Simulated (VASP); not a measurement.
Crystal: Os.

```xyz
2
Lattice="2.7000 0.0000 0.0000 -1.3500 2.3383 0.0000 0.0000 0.0000 4.4091" Properties=species:S:1:pos:R:3 pbc="T T T"
Os    0.0000    1.5588    1.1023
Os    1.3500    0.7794    3.3068
```

```yaml
Program: VASP 6.6.1
Task: relaxation of cell and atoms
Functional: PBEsol
Potentials_or_basis: VASP PAW PBE potentials, release 64 (Os)
Cutoff: 600 eV
k_mesh: 10 × 10 × 6
Occupations: methfessel-paxton, width 0.05 eV
Spin: no spin polarisation
```

At the start: pressure -0.0 GPa; volume 13.92 Å³/atom.

Q: Where does the relaxation end?

A: Over 3 steps the energy falls by 27.6 meV/atom and the volume is 13.91 Å³/atom (-0.1 %); space group P6_3/mmc (No. 194, to 0.05 Å).

Step by step:
```csv
step,energy change (eV),largest force (eV/Å),pressure (GPa),volume (Å³)
1,0.0000,0.0000,-0.03,27.84
2,0.1006,0.0000,5.56,27.72
3,-0.0552,0.0000,0.23,27.82
```

Final structure:
```
Os
1.0
     2.73396    0.00000    0.00000
    -1.36698    2.36768    0.00000
     0.00000    0.00000    4.29748
Os
2
Direct
  0.33333 0.66667 0.25000
  0.66667 0.33333 0.75000
```

Caveat: the PAW data sets were made with another functional, which shifts forces and pressure a little.
